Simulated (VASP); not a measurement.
NiO2, 3 atoms in the cell. The structure is trigonal, space group P-3m1 (No. 164). The conventional cell has a = 2.784 Å, b = 2.784 Å, c = 4.973 Å, α = 90.00°, β = 90.00°, γ = 120.00°. Within 2.5 Å of Ni (site symmetry -3m) lie 6 O at 1.89 Å. O (site symmetry 3m) has 3 Ni at 1.89 Å within 2.5 Å.  This cell differs from its parent crystal: c/a of the conventional cell at fixed volume 1.7861.

* Program: VASP 6.6.1
* Task: single point
* Functional: PBEsol
* Potentials or basis: VASP PAW PBE potentials, release 64 (Ni, O)
* Cutoff: 520 eV
* k mesh: 12 × 12 × 6
* Occupations: gaussian, width 0.05 eV
* Spin: no spin polarisation
* Dipole correction: no
* Further INCAR settings: ALGO = Normal; EDIFF = 1e-06; NBANDS = 18

Potentials or basis: VASP PAW PBE potentials, release 64 (Ni, O).

The run is started by

```console
$ cat potpaw_PBE.64/Ni/POTCAR potpaw_PBE.64/O/POTCAR > POTCAR
$ mpirun -np 1 vasp_std > vasp.out
```

Hardware: 1 thread of AMD EPYC 7R43 64-Core Processor (Zen 3), on a shared host.

Q: How long does it take, and how much memory?

A: It took 110 s on 1 thread of AMD EPYC 7R43 64-Core Processor (Zen 3), on a shared host, peak memory 0.16 GiB. Counts: scf iterations 15, k points 100.
